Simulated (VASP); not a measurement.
Here is a VASP 6.6.1 calculation.

The input INCAR:

```
PREC = Accurate ; ENCUT = 520
EDIFF = 1E-6 ; ISMEAR = 0
SIGMA = 0.05 ; LREAL = False
LASPH = True ; NELM = 60
ALGO = Normal ; ISIF = 2
LWAVE = False ; LCHARG = True
GGA = PS ; LELF = True
LVHAR = True ; NBANDS = 28
```

The input KPOINTS:

```
regular mesh
0
Gamma
  8 8 8
```

Contents of POSCAR:

```
SrTiO3
1.0
    3.9952814271      0.0000000000      0.0000000000
    0.0000000000      3.9952814271      0.0000000000
    0.0000000000      0.0000000000      3.8913815400
Sr Ti O
1 1 3
Direct
    0.0000000000      0.0000000000      0.0000000000
    0.5000000000      0.5000000000      0.5000000000
    0.0000000000      0.5000000000      0.5000000000
    0.5000000000      0.0000000000      0.5000000000
    0.5000000000      0.5000000000      0.0000000000
```

Potentials or basis: VASP PAW PBE potentials, release 64 (Sr_sv, Ti_sv, O).

Command:

```bash
$ cat potpaw_PBE.64/Sr_sv/POTCAR potpaw_PBE.64/Ti_sv/POTCAR potpaw_PBE.64/O/POTCAR > POTCAR
$ mpirun -np 1 vasp_std > vasp.out
```

Problem. Estimate the pressure.

Solution. -7.9 GPa.

Problem. What does it give for the band gap on the k mesh?

Solution. 1.68 eV, indirect (least direct gap 2.07 eV).

Stress tensor (GPa, compression positive):
```
-9.73  0.00  0.00
 0.00 -9.73  0.00
 0.00  0.00 -4.34
```

Caveat: the PAW data sets were made with another functional, which shifts forces and pressure a little. A k mesh can miss the band edges.
